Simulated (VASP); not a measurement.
The system is SrCl2.

```xyz
3
Lattice="0.0000 3.4977 3.4977 3.4977 0.0000 3.4977 3.4977 3.4977 0.0000" Properties=species:S:1:pos:R:3 pbc="T T T"
Sr    0.0000    0.0000    0.0000
Cl    1.7489    1.7489    1.7489
Cl    5.2466    5.2466    5.2466
```

Base run:

* Program: VASP 6.6.1
* Functional: r2SCAN
* Potentials or basis: VASP PAW PBE potentials, release 64 (Sr_sv, Cl)
* Cutoff: 520 eV
* k mesh: 4 × 4 × 4
* Occupations: gaussian, width 0.01 eV
* Spin: no spin polarisation

Its results: band gap on the k mesh 5.94 eV (least direct gap 5.99 eV); pressure 0.0 GPa.

**Question.** The run is repeated on the same cell with these changes: functional from r2SCAN to PBE-based screened hybrid with 5 % exact exchange. What comes out?

**Answer.** Band gap on the k mesh 5.56 eV (least direct gap 5.77 eV); pressure 0.7 GPa.

Caveats: the PAW data sets were made with another functional, which shifts forces and pressure a little.

A k mesh can miss the band edges.
